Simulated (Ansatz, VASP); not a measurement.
**Ni: VASP beside Ansatz**

The input INCAR:

```
PREC = Accurate
ENCUT = 520
EDIFF = 1E-7
ISMEAR = -1
SIGMA = 0.05
LREAL = F
LASPH = T
NELM = 150
ALGO = Normal
ISIF = 2
LWAVE = F
LCHARG = T
ISPIN = 2
MAGMOM = 2 2
LORBIT = 11
LMAXMIX = 4
GGA = PE
LELF = T
LVHAR = T
NBANDS = 21
```

Contents of KPOINTS:

```
regular mesh
0
Gamma
  13 13 13
```

Contents of POSCAR:

```
Ni
1.0
    3.4500000000      1.7250000000      1.7250000000
    1.7250000000      3.4500000000      1.7250000000
    1.7250000000      1.7250000000      3.4500000000
Ni
2
Direct
    0.0000000000      0.0000000000      0.0000000000
    0.5000000000      0.5000000000      0.5000000000
```

Input for Ansatz:

```yaml
crystal:
  lattice:
    - [3.45, 1.725, 1.725]
    - [1.725, 3.45, 1.725]
    - [1.725, 1.725, 3.45]
  atoms:
    - { symbol: Ni, position: [0.0, 0.0, 0.0], spin: 2.0 }
    - { symbol: Ni, position: [0.5, 0.5, 0.5], spin: 2.0 }
magnetization:
  spin_polarized: true
hamiltonian:
  xc: pbe
  pseudopotentials: { kind: paw }
basis:
  ecutwfc: 420
kpoints:
  mp_grid: { grid: [13, 13, 13] }
scf:
  occupations: { method: fermi_dirac, width: 0.05 }
  lower_state_search: "off"
output:
  forces: true
  stress: true
```

Alike in both runs: task single point; functional PBE; k mesh 13 × 13 × 13; occupations fermi-dirac, width 0.05 eV; collinear spin.

```csv
,VASP,Ansatz
version,VASP 6.6.1,Ansatz 0.2.0
potentials or method,"VASP PAW PBE potentials, release 64 (Ni), cutoff 520 eV","PAW, plane waves, scalar-relativistic"
valence electrons in the cell,20,36
```

```tsv
	VASP	Ansatz	Ansatz less VASP
pressure (GPa)	13.3	13.6	+0.29
net moment per atom (μB)	0.61	0.62	+0.010
size of the moment on the site where the two differ most (μB)	0.62	0.66	+0.040
```

Site moments also hang on the region over which each program counts them. VASP's potentials hold 20 valence electrons a cell and Ansatz's 36, so a difference there can come from the potentials and not from the codes.
